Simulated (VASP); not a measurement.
Write the native input for VASP 6.6.1 that does the following.

| Item | Value |
| --- | --- |
| Task | relaxation of cell and atoms |
| Functional | PBE |
| Potentials or basis | VASP PAW PBE potentials, release 64 (Be, Se) |
| Cutoff | 600 eV |
| k mesh | 4 × 4 × 4 |
| Occupations | gaussian, width 0.1 eV |
| Spin | no spin polarisation |
| Dipole correction | no |
| Further INCAR settings | ALGO = Normal; EDIFF = 1e-06; IBRION = 2; EDIFFG = -0.04; NSW = 90; ISIF = 3 |

The structure of Be4Se lies in POSCAR:

```
Be4Se
1.0
    3.9797468500      0.0000000000      0.0000000000
    0.0000000000      3.9797468500      0.0000000000
    0.0000000000      0.0000000000      3.9797468500
Be Se
4 1
Direct
    0.0000000000      0.0000000000      0.0000000000
    0.5000000000      0.0000000000      0.0000000000
    0.0000000000      0.5000000000      0.0000000000
    0.0000000000      0.0000000000      0.5000000000
    0.5000000000      0.5000000000      0.5000000000
```

These files were run (other wordings do the same):

INCAR

```
SYSTEM = Be4Se
ALGO = Normal
EDIFF = 1E-6
EDIFFG = -0.04
ENCUT = 600
GGA = PE
IBRION = 2
ISIF = 3
ISMEAR = 0
LASPH = .True.
LCHARG = .False.
LREAL = .False.
LWAVE = .False.
NELM = 100
NSW = 90
PREC = Accurate
SIGMA = 0.1
```

KPOINTS

```
k-points
0
Gamma
  4 4 4
  0 0 0
```

Potentials or basis: VASP PAW PBE potentials, release 64 (Be, Se).

The run is started by

```sh
$ cat potpaw_PBE.64/Be/POTCAR potpaw_PBE.64/Se/POTCAR > POTCAR
$ mpirun -np 1 vasp_std > vasp.out
```

Results of the run:

* Relaxed volume: 12.42 Å³/atom
* Relaxed cell: a = 3.960 Å, b = 3.960 Å, c = 3.960 Å, α = 90.00°, β = 90.00°, γ = 90.00°
* Space group after relaxing (to 0.05 Å): Pm-3m (No. 221)
* Energy gained by relaxing: 1.0 meV/atom
* Ionic steps: 2
* Pressure after relaxing: -0.3 GPa
* Band gap on the k mesh: zero (band 7 reaches 5.76 eV, above the bottom of band 8 at 1.98 eV)

Caveat: the k points lie up to 0.40 Å⁻¹ apart in the final cell.

Run time: 12 s on 1 thread of Intel(R) Xeon(R) Platinum 8259CL CPU @ 2.50GHz (Skylake/Cascade Lake) (shared host), peak memory 0.18 GiB.
